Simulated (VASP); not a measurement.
# Cu (P6_3/mmc) in VASP: a series of runs, part 2 of 2

VASP 6.6.1.

### 4 Single point, RPBE

This run uses another cell than the first one, of 12.42 Å³/atom, 0.926 times its volume.

Contents of INCAR:

```
SYSTEM = Cu
ALGO = Normal ; EDIFF = 1E-7
ENCUT = 520 ; GGA = RP
ISIF = 2 ; ISMEAR = -1
LASPH = .True. ; LCHARG = .False.
LREAL = .False. ; LWAVE = .False.
NBANDS = 18 ; NELM = 80
PREC = Accurate ; SIGMA = 0.1
```

Contents of KPOINTS:

```
k-points
0
Gamma
  23 23 12
  0 0 0
```

Contents of POSCAR:

```
Cu
1.0
    2.5971812542      0.0000000000      0.0000000000
   -1.2985906271      2.2492249444      0.0000000000
    0.0000000000      0.0000000000      4.2518036126
Cu
2
Direct
    0.3333333333      0.6666666667      0.2500000000
    0.6666666667      0.3333333333      0.7500000000
```

Potentials or basis: VASP PAW PBE potentials, release 64 (Cu).

Command:

```bash
$ cat potpaw_PBE.64/Cu/POTCAR > POTCAR
$ mpirun -np 1 vasp_std > vasp.out
```

OUTCAR:

```text
SYSTEM = Cu
   EDIFF = 1E-7
   ENCUT = 520
   GGA = RP
   ISIF = 2
   ISMEAR = -1
   LASPH = .True.
   LREAL = .False.
   NELM = 80
   PREC = Accurate

 ion  position               nearest neighbor table
   1  0.333  0.667  0.250-   2 2.60   2 2.60   2 2.60   2 2.60   2 2.60   2 2.60
   2  0.667  0.333  0.750-   1 2.60   1 2.60   1 2.60   1 2.60   1 2.60   1 2.60

  LATTYP: Found a hexagonal cell.
 ALAT       =     2.5971812542
 C/A-ratio  =     1.6370838984

  Lattice vectors:

 A1 = (   2.5971812542,   0.0000000000,   0.0000000000)
 A2 = (  -1.2985906271,   2.2492249444,   0.0000000000)
 A3 = (   0.0000000000,   0.0000000000,   4.2518036126)

Analysis of symmetry for initial positions (statically):
=====================================================================
 Subroutine PRICEL returns:
 Original cell was already a primitive cell.

 Routine SETGRP: Setting up the symmetry group for a
 hexagonal supercell.

 Subroutine GETGRP returns: Found 24 space group operations
 (whereof 12 operations were pure point group operations)
 out of a pool of 24 trial point group operations.

The static configuration has the point symmetry D_3d.
 The point group associated with its full space group is D_6h.

Analysis of symmetry for dynamics (positions and initial velocities):
=====================================================================
 Subroutine PRICEL returns:
 Original cell was already a primitive cell.

 Routine SETGRP: Setting up the symmetry group for a
 hexagonal supercell.

 Subroutine GETGRP returns: Found 24 space group operations
 (whereof 12 operations were pure point group operations)
 out of a pool of 24 trial point group operations.

The dynamic configuration has the point symmetry D_3d.
 The point group associated with its full space group is D_6h.

 Subroutine INISYM returns: Found 24 space group operations
 (whereof 12 operations are pure point group operations),
 and found     1 'primitive' translations

----------------------------------------------------------------------------------------

                                     Primitive cell

  volume of cell :      24.8375

  direct lattice vectors                    reciprocal lattice vectors
     2.597181254  0.000000000  0.000000000     0.385032811  0.222298797  0.000000000
    -1.298590627  2.249224944  0.000000000     0.000000000  0.444597595  0.000000000
     0.000000000  0.000000000  4.251803613     0.000000000  0.000000000  0.235194306

  length of vectors
     2.597181254  2.597181254  4.251803613     0.444597595  0.444597595  0.235194306

  position of ions in fractional coordinates (direct lattice)
     0.333333333  0.666666667  0.250000000
     0.666666667  0.333333333  0.750000000

  ion indices of the primitive-cell ions
   primitive index   ion index
                 1           1
                 2           2

----------------------------------------------------------------------------------------

 KPOINTS: k-points

Automatic generation of k-mesh.
 Grid dimensions read from file:
 generate k-points for:   23   23   12

 Generating k-lattice:

  Cartesian coordinates                     Fractional coordinates (reciprocal lattice)
     0.016740557  0.009665165  0.000000000     0.043478261 -0.000000000  0.000000000
     0.000000000  0.019330330  0.000000000     0.000000000  0.043478261  0.000000000
     0.000000000  0.000000000  0.019599526     0.000000000  0.000000000  0.083333333

  Length of vectors
     0.019330330  0.019330330  0.019599526

  Shift w.r.t. Gamma in fractional coordinates (k-lattice)
     0.000000000  0.000000000  0.000000000

 Subroutine IBZKPT returns following result:
 ===========================================

 Found    392 irreducible k-points:

 Following reciprocal coordinates:
            Coordinates               Weight
  0.000000  0.000000  0.000000      1.000000
  0.043478  0.000000  0.000000      6.000000
  0.086957  0.000000  0.000000      6.000000
  0.130435  0.000000  0.000000      6.000000
  0.173913 -0.000000  0.000000      6.000000
  0.217391  0.000000  0.000000      6.000000
[... 16 lines left out ...]
  0.478261  0.043478  0.000000      6.000000
  0.086957  0.086957  0.000000      6.000000
 [... further k-points ...]
   k-points           NKPTS =    392   k-points in BZ     NKDIM =    392   number of bands    NBANDS=     18
   number of dos      NEDOS =    301   number of ions     NIONS =      2
   total plane-waves  NPLWV =  12800
   dimension x,y,z NGX =    20 NGY =   20 NGZ =   32
   dimension x,y,z NGXF=    40 NGYF=   40 NGZF=   64
   ions per type =               2
   NGX,Y,Z   is equivalent  to a cutoff of  12.80, 12.80, 12.51 a.u.
   NGXF,Y,Z  is equivalent  to a cutoff of  25.60, 25.60, 25.02 a.u.
 SYSTEM =  Cu
   PREC   = accura    normal or accurate (medium, high low for compatibility)
   ISTART =      0    job   : 0-new  1-cont  2-samecut
   ICHARG =      2    charge: 1-file 2-atom 10-const
   ISPIN  =      1    spin polarized calculation?
   LNONCOLLINEAR =      F non collinear calculations
   LSORBIT =      F    spin-orbit coupling
   LASPH  =      T    aspherical Exc in radial PAW
   ENCUT  =  520.0 eV  38.22 Ry    6.18 a.u.   4.83  4.83  7.91*2*pi/ulx,y,z
   NELM   =     80;   NELMIN=  2; NELMDL= -5     # of ELM steps
   EDIFF  = 0.1E-06   stopping-criterion for ELM
   LREAL  =      F    real-space projection
   EDIFFG = 0.1E-05   stopping-criterion for IOM
   NSW    =      0    number of steps for IOM
   IBRION =     -1    ionic relax: 0-MD 1-quasi-New 2-CG
   NFREE  =      0    steps in history (QN), initial steepest desc. (CG)
   ISIF   =      2    stress and relaxation
   ISYM   =      2    0-nonsym 1-usesym 2-fastsym
   POTIM  = 0.5000    time-step for ionic-motion
   TEBEG  =    0.0;   TEEND  =   0.0 temperature during run
   PSTRESS=    0.0 pullay stress
   NELECT =      22.0000    total number of electrons
   NUPDOWN=      -1.0000    fix difference up-down
   EMIN   =  10.00;   EMAX   =-10.00  energy-range for DOS
   EFERMI =   0.00;   METHOD = LEGACY
   ISMEAR =    -1;   SIGMA  =   0.10  broadening in eV -4-tet -1-fermi 0-gaus
   EFERMI_NEDOS =   21; number of points for ismear=-14 and -15
   IALGO  =     38    algorithm
   IMIX   =      4    mixing-type and parameters
     AMIX     =   0.40;   BMIX     =  1.00
     AMIX_MAG =   1.60;   BMIX_MAG =  1.00
  volume/ion in A,a.u.               =      12.42        83.81
  Fermi-wavevector in a.u.,A,eV,Ry     =   1.572219  2.971062 33.631853  2.471871
  Thomas-Fermi vector in A             =   2.673686
   LORBIT       =      0    0 simple, 1 ext, 2 COOP (PROOUT), +10 PAW based schemes
   GGA     = RP    functional components
   LHFCALC =     F    Hartree Fock is set to
   AEXX    =    0.0000 exact exchange contribution
   IVDW    =     0    specifies the selected vdW correction
   LEPSILON=     F    determine dielectric tensor
   LRPA    =     F    only Hartree local field effects (RPA)
 non-spin polarized calculation
  energy-cutoff  :      520.00
  volume of cell :       24.84
 maximum number of plane-waves:       687
 NGX is ok and might be reduce to    20
   NGX =  9   NGY =  9   NGZ = 15

 number of electron      22.0000035 magnetization

 Free energy of the ion-electron system (eV)
  ---------------------------------------------------
  ext. energy  EPLUGINS =         0.00000000
  ---------------------------------------------------
  free energy    TOTEN  =        -6.50599767 eV

  energy without entropy =       -6.48365349  energy(sigma->0) =       -6.49482558

 E-fermi :   7.1409     XC(G=0): -12.2990

 val. band max:        7.1383755596   @ k =   0.2609   0.2609   0.0833
 cond. band min:       7.1414477377   @ k =   0.0870   0.0435   0.0833
 fundamental gap:      0.0030721780
 Fermi energy:         7.1408830563

 k-point     1 :       0.0000    0.0000    0.0000
  band No.  band energies     occupation
      1      -1.8304      2.00000
      2       2.3353      2.00000
      3       4.2525      2.00000
      4       4.3137      2.00000
      5       4.3137      2.00000
      6       4.5024      2.00000
[... 10 lines left out ...]
     17      29.8895      0.00000
     18      29.8895      0.00000

 k-point     2 :       0.0435    0.0000    0.0000
  band No.  band energies     occupation
      1      -1.7712      2.00000
      2       2.3697      2.00000
      3       4.2129      2.00000
      4       4.3344      2.00000
      5       4.3484      2.00000
      6       4.4917      2.00000
[... 10 lines left out ...]
     17      30.5893      0.00000
     18      30.6204      0.00000
[... 442 lines left out ...]
 k-point    24 :       0.0870    0.0870    0.0000
  band No.  band energies     occupation
      1      -1.1303      2.00000
      2       2.7050      2.00000
      3       4.0026      2.00000
      4       4.2769      2.00000
      5       4.3908      2.00000
      6       4.5026      2.00000
[... 10 lines left out ...]
     17      29.9044      0.00000
     18      29.9420      0.00000

 [... further k-points ...]
[... 5 lines left out ...]
  --------------------------------------------------------------------------------------
  -------------------------------------------------------------------------------------
  Total        0.0336058      0.0336058      0.1358631      0.0000000     -0.0000000     -0.0000000
  in kB        2.1677895      2.1677895      8.7640302      0.0000000     -0.0000000     -0.0000000
  external PRESSURE =       4.3665364 kB  Pullay stress =       0.0000000 kB

 VOLUME and BASIS-vectors are now :
 -----------------------------------------------------------------------------
  energy-cutoff  :      520.00
  volume of cell :       24.84
      direct lattice vectors                 reciprocal lattice vectors
     2.597181254  0.000000000  0.000000000     0.385032811  0.222298797  0.000000000
    -1.298590627  2.249224944  0.000000000     0.000000000  0.444597595  0.000000000
     0.000000000  0.000000000  4.251803613     0.000000000  0.000000000  0.235194306

 POSITION                                       TOTAL-FORCE (eV/Angst)
 -----------------------------------------------------------------------------------
     -0.00000      1.49948      1.06295         0.000000      0.000000      0.000000
      1.29859      0.74974      3.18885        -0.000000     -0.000000      0.000000
 -----------------------------------------------------------------------------------
    total drift:                               -0.000000      0.000000     -0.000000

  FREE ENERGIE OF THE ION-ELECTRON SYSTEM (eV)
  ---------------------------------------------------
  free  energy   TOTEN  =        -6.5059976678 eV

  energy  without entropy=       -6.4836534900  energy(sigma->0) =       -6.49482558
```

stdout:

```text
POSCAR found type information on POSCAR Cu
 POSCAR found :  1 types and       2 ions
 scaLAPACK will be used
 -----------------------------------------------------------------------------
|                                                                             |
|                                                                             |
|     You enforced a specific xc type in the INCAR file but a different       |
|     I HOPE YOU KNOW WHAT YOU ARE DOING!                                     |
|                                                                             |
 -----------------------------------------------------------------------------

 LDA part: xc-table for (Slater+PW92), standard interpolation
 POSCAR, INCAR and KPOINTS ok, starting setup
 FFT: planning ... GRIDC
 FFT: planning ... GRID_SOFT
 FFT: planning ... GRID
 WAVECAR not read
 entering main loop
```

Wall time 99 s (1 thread of Intel Xeon 6975P-C, shared host); peak memory 0.25 GiB.

Results:

```
Free energy            : -6.5060 eV
Pressure               : 0.4 GPa
Band gap on the k mesh : zero (band 11 reaches 10.89 eV, above the bottom of band 12 at 5.25 eV)
```

Stress tensor (GPa, compression positive):
```
0.22 0.00 0.00
0.00 0.22 0.00
0.00 0.00 0.88
```

Caveat: the PAW data sets were made with another functional, which shifts forces and pressure a little.

### 5 Overview

| cell | k mesh | gap on the mesh (eV) | pressure (GPa) |
| --- | --- | --- | --- |
| a = 2.665, b = 2.665, c = 4.362 Å, angles 90.0, 90.0, 120.0°, 2 atoms | 16 × 16 × 8 | none | -7.3 |
| a = 2.697, b = 2.697, c = 4.415 Å, angles 90.0, 90.0, 120.0°, 2 atoms | 16 × 16 × 8 | none | -9.9 |
| a = 2.597, b = 2.597, c = 4.252 Å, angles 90.0, 90.0, 120.0°, 2 atoms | 23 × 23 × 12 | none | 0.4 |

Alike in all rows: task single point; level RPBE; potentials or basis VASP PAW PBE potentials, release 64 (Cu); no spin polarisation; cutoff (eV) 520; smearing fermi-dirac 0.1 eV.

Caveats: the PAW data sets were made with another functional, which shifts forces and pressure a little.

Total energies depend on the potentials used, so only differences within one code and one set of settings carry meaning.
